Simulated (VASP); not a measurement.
# GaSb3 (Fmmm) in VASP: a series of runs

GaSb3 is run at these levels: PBE+D3(BJ); tasks: single point.

Everything below comes from runs of VASP 6.6.1. Logs are shortened: lines on timing, memory, paths and dates and some standing lists are left out, and cuts for length are marked.

### Step 1. The cell of the first run

It takes space group Fmmm (No. 69, orthorhombic). The conventional cell has a = 6.858 Å, b = 7.296 Å, c = 7.734 Å, α = 90.00°, β = 90.00°, γ = 90.00°. Ga (site symmetry mmm) has 14 Sb at 3.16 to 3.87 Å within 4.2 Å. Sb (site symmetry 222) has 4 Ga at 3.16 Å and 10 Sb at 3.16 to 3.87 Å within 4.2 Å. Sb (site symmetry mmm) has 8 Sb at 3.16 Å and 6 Ga at 3.43 to 3.87 Å within 4.2 Å.

### Step 2. Single point, PBE+D3(BJ) (strain -0.0600 x Voigt [1, -1, 0, 0, 0, 0])

Input file INCAR:

```
PREC = Accurate
ENCUT = 520
EDIFF = 1E-6
ISMEAR = 0
SIGMA = 0.15
LREAL = F
LASPH = T
NELM = 80
ALGO = Normal
ISIF = 2
LWAVE = F
LCHARG = F
GGA = PE
IVDW = 12
NBANDS = 22
```

Input file KPOINTS:

```
regular mesh
0
Gamma
  12 12 12
```

Input file POSCAR:

```
GaSb3
1.0
    0.0000000000      3.8667635065      3.6478901005
    3.4290166945      0.0000000000      3.6478901005
    3.4290166945      3.8667635065      0.0000000000
Ga Sb
1 3
Direct
    0.0000000000      0.0000000000      0.0000000000
    0.2500000000      0.2500000000      0.2500000000
    0.7500000000      0.7500000000      0.7500000000
    0.5000000000      0.5000000000      0.5000000000
```

Potentials or basis: VASP PAW PBE potentials, release 64 (Ga_d, Sb).

Run with:

```sh
> cat potpaw_PBE.64/Ga_d/POTCAR potpaw_PBE.64/Sb/POTCAR > POTCAR
> mpirun -np 1 vasp_std > vasp.out
```

OUTCAR:

```text
PREC = Accurate
   ENCUT = 520
   EDIFF = 1E-6
   ISMEAR = 0
   LREAL = F
   LASPH = T
   NELM = 80
   ISIF = 2
   GGA = PE
   IVDW = 12
 IVDW          = 12

 ion  position               nearest neighbor table
   1  0.000  0.000  0.000-   3 3.16   3 3.16   2 3.16   3 3.16   2 3.16   2 3.16   2 3.16   3 3.16

   2  0.250  0.250  0.250-   1 3.16   1 3.16   1 3.16   4 3.16   4 3.16   4 3.16   4 3.16   1 3.16
                             3 3.43   3 3.43   3 3.65   3 3.65
   3  0.750  0.750  0.750-   4 3.16   4 3.16   1 3.16   4 3.16   1 3.16   1 3.16   1 3.16   4 3.16
                             2 3.43   2 3.43   2 3.65   2 3.65
   4  0.500  0.500  0.500-   2 3.16   2 3.16   2 3.16   3 3.16   3 3.16   3 3.16   3 3.16   2 3.16

  LATTYP: Found a face centered orthorhombic cell.
 ALAT       =     6.8580333890
 B/A-ratio  =     1.0638297872
 C/A-ratio  =     1.1276595744

  Lattice vectors:

 A1 = (   0.0000000000,   3.8667635065,  -3.6478901005)
 A2 = (   3.4290166945,   3.8667635065,   0.0000000000)
 A3 = (   3.4290166945,   0.0000000000,  -3.6478901005)

Analysis of symmetry for initial positions (statically):
=====================================================================
 Subroutine PRICEL returns:
 Original cell was already a primitive cell.

 Routine SETGRP: Setting up the symmetry group for a
 face centered orthorhombic supercell.

 Subroutine GETGRP returns: Found  8 space group operations
 (whereof  8 operations were pure point group operations)
 out of a pool of  8 trial point group operations.

The static configuration has the point symmetry D_2h.

Analysis of symmetry for dynamics (positions and initial velocities):
=====================================================================
 Subroutine PRICEL returns:
 Original cell was already a primitive cell.

 Routine SETGRP: Setting up the symmetry group for a
 face centered orthorhombic supercell.

 Subroutine GETGRP returns: Found  8 space group operations
 (whereof  8 operations were pure point group operations)
 out of a pool of  8 trial point group operations.

The dynamic configuration has the point symmetry D_2h.

 Subroutine INISYM returns: Found  8 space group operations
 (whereof  8 operations are pure point group operations),
 and found     1 'primitive' translations

----------------------------------------------------------------------------------------

                                     Primitive cell

  volume of cell :      96.7362

  direct lattice vectors                    reciprocal lattice vectors
     0.000000000  3.866763506  3.647890101    -0.145814397  0.129307106  0.137065533
     3.429016695  0.000000000  3.647890101     0.145814397 -0.129307106  0.137065533
     3.429016695  3.866763506  0.000000000     0.145814397  0.129307106 -0.137065533

  length of vectors
     5.315915932  5.006521515  5.168173324     0.238262725  0.238262725  0.238262725

  position of ions in fractional coordinates (direct lattice)
     0.000000000  0.000000000  0.000000000
     0.250000000  0.250000000  0.250000000
     0.750000000  0.750000000  0.750000000
     0.500000000  0.500000000  0.500000000

  ion indices of the primitive-cell ions
   primitive index   ion index
                 1           1
                 2           2
                 3           3
                 4           4

----------------------------------------------------------------------------------------

 KPOINTS: regular mesh

Automatic generation of k-mesh.
 Grid dimensions read from file:
 generate k-points for:   12   12   12

 Generating k-lattice:

  Cartesian coordinates                     Fractional coordinates (reciprocal lattice)
    -0.012151200  0.010775592  0.011422128     0.083333333  0.000000000  0.000000000
     0.012151200 -0.010775592  0.011422128     0.000000000  0.083333333  0.000000000
     0.012151200  0.010775592 -0.011422128    -0.000000000 -0.000000000  0.083333333

  Length of vectors
     0.019855227  0.019855227  0.019855227

  Shift w.r.t. Gamma in fractional coordinates (k-lattice)
     0.000000000  0.000000000  0.000000000

 Subroutine IBZKPT returns following result:
 ===========================================

 Found    280 irreducible k-points:

 Following reciprocal coordinates:
            Coordinates               Weight
  0.000000  0.000000  0.000000      1.000000
  0.083333 -0.000000  0.000000      8.000000
  0.166667 -0.000000  0.000000      8.000000
  0.250000  0.000000  0.000000      8.000000
  0.333333 -0.000000 -0.000000      8.000000
  0.416667 -0.000000  0.000000      8.000000
[... 16 lines left out ...]
  0.500000  0.166667 -0.000000      8.000000
 -0.416667  0.166667  0.000000      8.000000
 [... further k-points ...]
   k-points           NKPTS =    280   k-points in BZ     NKDIM =    280   number of bands    NBANDS=     22
   number of dos      NEDOS =    301   number of ions     NIONS =      4
   total plane-waves  NPLWV =  64000
   dimension x,y,z NGX =    40 NGY =   40 NGZ =   40
   dimension x,y,z NGXF=    80 NGYF=   80 NGZF=   80
   ions per type =               1   3
   NGX,Y,Z   is equivalent  to a cutoff of  12.51, 13.28, 12.87 a.u.
   NGXF,Y,Z  is equivalent  to a cutoff of  25.02, 26.56, 25.73 a.u.
 SYSTEM =  unknown system
   PREC   = accura    normal or accurate (medium, high low for compatibility)
   ISTART =      0    job   : 0-new  1-cont  2-samecut
   ICHARG =      2    charge: 1-file 2-atom 10-const
   ISPIN  =      1    spin polarized calculation?
   LNONCOLLINEAR =      F non collinear calculations
   LSORBIT =      F    spin-orbit coupling
   LASPH  =      T    aspherical Exc in radial PAW
   ENCUT  =  520.0 eV  38.22 Ry    6.18 a.u.   9.88  9.31  9.61*2*pi/ulx,y,z
   NELM   =     80;   NELMIN=  2; NELMDL= -5     # of ELM steps
   EDIFF  = 0.1E-05   stopping-criterion for ELM
   LREAL  =      F    real-space projection
   EDIFFG = 0.1E-04   stopping-criterion for IOM
   NSW    =      0    number of steps for IOM
   IBRION =     -1    ionic relax: 0-MD 1-quasi-New 2-CG
   NFREE  =      0    steps in history (QN), initial steepest desc. (CG)
   ISIF   =      2    stress and relaxation
   ISYM   =      2    0-nonsym 1-usesym 2-fastsym
   POTIM  = 0.5000    time-step for ionic-motion
   TEBEG  =    0.0;   TEEND  =   0.0 temperature during run
   PSTRESS=    0.0 pullay stress
   NELECT =      28.0000    total number of electrons
   NUPDOWN=      -1.0000    fix difference up-down
   EMIN   =  10.00;   EMAX   =-10.00  energy-range for DOS
   EFERMI =   0.00;   METHOD = LEGACY
   ISMEAR =     0;   SIGMA  =   0.15  broadening in eV -4-tet -1-fermi 0-gaus
   EFERMI_NEDOS =   21; number of points for ismear=-14 and -15
   IALGO  =     38    algorithm
   IMIX   =      4    mixing-type and parameters
     AMIX     =   0.40;   BMIX     =  1.00
     AMIX_MAG =   1.60;   BMIX_MAG =  1.00
  volume/ion in A,a.u.               =      24.18       163.20
  Fermi-wavevector in a.u.,A,eV,Ry     =   1.082924  2.046429 15.955875  1.172724
  Thomas-Fermi vector in A             =   2.218977
   LORBIT       =      0    0 simple, 1 ext, 2 COOP (PROOUT), +10 PAW based schemes
   GGA     = PE    functional components
   LHFCALC =     F    Hartree Fock is set to
   AEXX    =    0.0000 exact exchange contribution
   IVDW    =    12    specifies the selected vdW correction
   LEPSILON=     F    determine dielectric tensor
   LRPA    =     F    only Hartree local field effects (RPA)
 non-spin polarized calculation
 Gauss-broadening in eV      SIGMA  =   0.15
  energy-cutoff  :      520.00
  volume of cell :       96.74
 maximum number of plane-waves:      2642
   NGX = 19   NGY = 19   NGZ = 19

 number of electron      27.9999993 magnetization

 Free energy of the ion-electron system (eV)
  ---------------------------------------------------
  ext. energy  EPLUGINS =         0.00000000
  ---------------------------------------------------
  free energy    TOTEN  =       -14.44789080 eV

  energy without entropy =      -14.41971441  energy(sigma->0) =      -14.43380261

 E-fermi :   8.3647     XC(G=0): -10.5061

 val. band max:        8.3627038842   @ k =   0.3333   0.0833   0.0000
 cond. band min:       8.3695453272   @ k =   0.2500   0.0000   0.0833
 fundamental gap:      0.0068414430
 Fermi energy:         8.3647200399

 k-point     1 :       0.0000    0.0000    0.0000
  band No.  band energies     occupation
      1      -6.5054      2.00000
      2      -6.5017      2.00000
      3      -6.4951      2.00000
      4      -6.4944      2.00000
      5      -6.4778      2.00000
      6      -4.6528      2.00000
[... 14 lines left out ...]
     21      15.3229      0.00000
     22      15.3869      0.00000

 k-point     2 :       0.0833   -0.0000    0.0000
  band No.  band energies     occupation
      1      -6.5053      2.00000
      2      -6.5017      2.00000
      3      -6.4952      2.00000
      4      -6.4945      2.00000
      5      -6.4778      2.00000
      6      -4.5953      2.00000
[... 14 lines left out ...]
     21      14.8534      0.00000
     22      15.2956      0.00000

 k-point     3 :       0.1667   -0.0000    0.0000
  band No.  band energies     occupation
      1      -6.5054      2.00000
      2      -6.5017      2.00000
      3      -6.4956      2.00000
      4      -6.4945      2.00000
      5      -6.4778      2.00000
      6      -4.4230      2.00000
[... 14 lines left out ...]
     21      13.7204      0.00000
     22      14.9391      0.00000
[... 476 lines left out ...]
 k-point    23 :       0.5000    0.1667   -0.0000
  band No.  band energies     occupation
      1      -6.5079      2.00000
      2      -6.5017      2.00000
      3      -6.4976      2.00000
      4      -6.4934      2.00000
      5      -6.4781      2.00000
      6      -2.9430      2.00000
[... 14 lines left out ...]
     21      13.4965      0.00000
     22      16.2126      0.00000

 k-point    24 :      -0.4167    0.1667    0.0000
  band No.  band energies     occupation
      1      -6.5075      2.00000
      2      -6.5019      2.00000
      3      -6.4975      2.00000
      4      -6.4938      2.00000
      5      -6.4781      2.00000
      6      -2.8123      2.00000
[... 14 lines left out ...]
     21      13.2818      0.00000
     22      15.9550      0.00000

 [... further k-points ...]

------------------------ aborting loop because EDIFF is reached ----------------------------------------

 Edisp (eV)   -1.92488

 E8    (eV) :    -0.8885

  FORCE on cell =-STRESS in cart. coord.  units (eV):
  Direction    XX          YY          ZZ          XY          YZ          ZX
  --------------------------------------------------------------------------------------
  -------------------------------------------------------------------------------------
  Total       0.71627    -0.15889     0.88575     0.00000     0.00000     0.00000
  in kB      11.86303    -2.63157    14.67002     0.00000     0.00000     0.00000
  external pressure =        7.97 kB  Pullay stress =        0.00 kB

 VOLUME and BASIS-vectors are now :
 -----------------------------------------------------------------------------
  energy-cutoff  :      520.00
  volume of cell :       96.74
      direct lattice vectors                 reciprocal lattice vectors
     0.000000000  3.866763506  3.647890101    -0.145814397  0.129307106  0.137065533
     3.429016695  0.000000000  3.647890101     0.145814397 -0.129307106  0.137065533
     3.429016695  3.866763506  0.000000000     0.145814397  0.129307106 -0.137065533

 POSITION                                       TOTAL-FORCE (eV/Angst)
 -----------------------------------------------------------------------------------
      0.00000      0.00000      0.00000        -0.000000      0.000000     -0.000000
      1.71451      1.93338      1.82395        -0.000000     -0.000000      0.000000
      5.14353      5.80015      5.47184         0.000000      0.000000     -0.000000
      3.42902      3.86676      3.64789        -0.000000      0.000000     -0.000000
 -----------------------------------------------------------------------------------
    total drift:                               -0.000000      0.000000      0.000000

  FREE ENERGIE OF THE ION-ELECTRON SYSTEM (eV)
  ---------------------------------------------------
  free  energy   TOTEN  =       -16.3727751364 eV

  energy  without entropy=      -16.3445987419  energy(sigma->0) =      -16.35868694
```

It took 9.2 min on 1 thread of Oxide Virtual Turin-like, shared host; peak memory 0.64 GiB.

What came out:

- Free energy: -16.3728 eV
- Pressure: 0.8 GPa
- Band gap on the k mesh: zero (band 14 reaches 10.37 eV, above the bottom of band 15 at 5.97 eV)
- Dispersion energy per atom: -0.481 eV

Stress tensor (GPa, compression positive):
```
 1.19  0.00  0.00
 0.00 -0.26  0.00
 0.00  0.00  1.47
```

Levels at points of the mesh, in eV from the Fermi level:
| k point | band 11 | band 12 | band 13 | band 14 | band 15 | band 16 | band 17 | band 18 |
| --- | --- | --- | --- | --- | --- | --- | --- | --- |
| (0.00, 0.00, 0.00) | -3.03 | -2.76 | -2.61 | -2.59 | -2.40 | -1.21 | -0.85 | 0.13 |
| (0.50, 0.00, 0.00) | -3.46 | -3.03 | -2.61 | -0.24 | 0.08 | 1.70 | 2.58 | 2.68 |
| (0.50, 0.50, 0.00) | -5.49 | 0.12 | 0.57 | 0.86 | 0.96 | 2.25 | 2.28 | 3.08 |
| (0.50, 0.00, 0.50) | -5.36 | 0.80 | 1.08 | 1.58 | 1.61 | 1.73 | 2.01 | 2.64 |
| (0.00, 0.50, 0.50) | -5.72 | 0.31 | 0.43 | 0.48 | 1.34 | 1.43 | 2.33 | 3.07 |

Caveat: the cell differs from its parent crystal (strain -0.0600 x Voigt [1, -1, 0, 0, 0, 0]); spin-orbit coupling is left out, which moves the levels of the heavy elements; pairwise dispersion overbinds metals, which lowers pressure and volume.

### Step 3. Single point, PBE+D3(BJ) (strain -0.0300 x Voigt [1, -1, 0, 0, 0, 0])

Input file INCAR:

```
SYSTEM = GaSb3
PREC     = Accurate       ! precision mode
ENCUT    = 520            ! plane-wave cutoff, eV
EDIFF    = 1E-6           ! SCF threshold, eV
ISMEAR   = 0              ! smearing method
SIGMA    = 0.15           ! smearing width, eV
LREAL    = .False.        ! projectors in reciprocal space
LASPH    = .True.         ! aspherical terms in the spheres
NELM     = 80             ! most SCF steps
ALGO     = Normal         ! electronic algorithm
ISIF     = 2              ! what is computed and relaxed
LWAVE    = .False.        ! write WAVECAR
LCHARG   = .True.         ! write CHGCAR
GGA      = PE             ! functional
IVDW     = 12             ! dispersion correction
LELF     = .True.         ! ELF
LVHAR    = .True.       
NBANDS   = 22             ! bands
```

Input file KPOINTS:

```
regular mesh
0
Gamma
  12 12 12
  0 0 0
```

Input file POSCAR:

```
GaSb3
1.0
    0.0000000000      3.7573268035      3.6478901005
    3.5384533975      0.0000000000      3.6478901005
    3.5384533975      3.7573268035      0.0000000000
Ga Sb
1 3
Direct
    0.0000000000      0.0000000000      0.0000000000
    0.2500000000      0.2500000000      0.2500000000
    0.7500000000      0.7500000000      0.7500000000
    0.5000000000      0.5000000000      0.5000000000
```

Potentials or basis: VASP PAW PBE potentials, release 64 (Ga_d, Sb).

Run with:

```sh
> cat potpaw_PBE.64/Ga_d/POTCAR potpaw_PBE.64/Sb/POTCAR > POTCAR
> mpirun -np 1 vasp_std > vasp.out
```

Wall time 11 min (1 thread of Oxide Virtual Turin-like, shared host); peak memory 0.64 GiB.

The run converged. Its results:

* Free energy: -16.3997 eV
* Pressure: 0.4 GPa
* Band gap on the k mesh: zero (band 14 reaches 10.16 eV, above the bottom of band 15 at 5.75 eV)
* Dispersion energy per atom: -0.480 eV

Stress tensor (GPa, compression positive):
```
 0.79  0.00  0.00
 0.00 -0.19  0.00
 0.00  0.00  0.52
```

Levels at points of the mesh, in eV from the Fermi level:
| k point | band 11 | band 12 | band 13 | band 14 | band 15 | band 16 | band 17 | band 18 |
| --- | --- | --- | --- | --- | --- | --- | --- | --- |
| (0.00, 0.00, 0.00) | -2.75 | -2.73 | -2.57 | -2.56 | -2.54 | -1.06 | -0.81 | -0.39 |
| (0.50, 0.00, 0.00) | -3.65 | -2.92 | -2.72 | -0.22 | 0.12 | 1.94 | 2.43 | 2.80 |
| (0.50, 0.50, 0.00) | -5.49 | 0.64 | 0.81 | 1.15 | 1.48 | 1.71 | 2.26 | 2.55 |
| (0.50, 0.00, 0.50) | -5.43 | 1.00 | 1.04 | 1.54 | 1.56 | 1.81 | 1.92 | 2.36 |
| (0.00, 0.50, 0.50) | -5.61 | 0.64 | 0.80 | 0.87 | 1.31 | 1.67 | 2.18 | 2.64 |

Caveat: the cell differs from its parent crystal (strain -0.0300 x Voigt [1, -1, 0, 0, 0, 0]); spin-orbit coupling is left out, which moves the levels of the heavy elements; pairwise dispersion overbinds metals, which lowers pressure and volume.
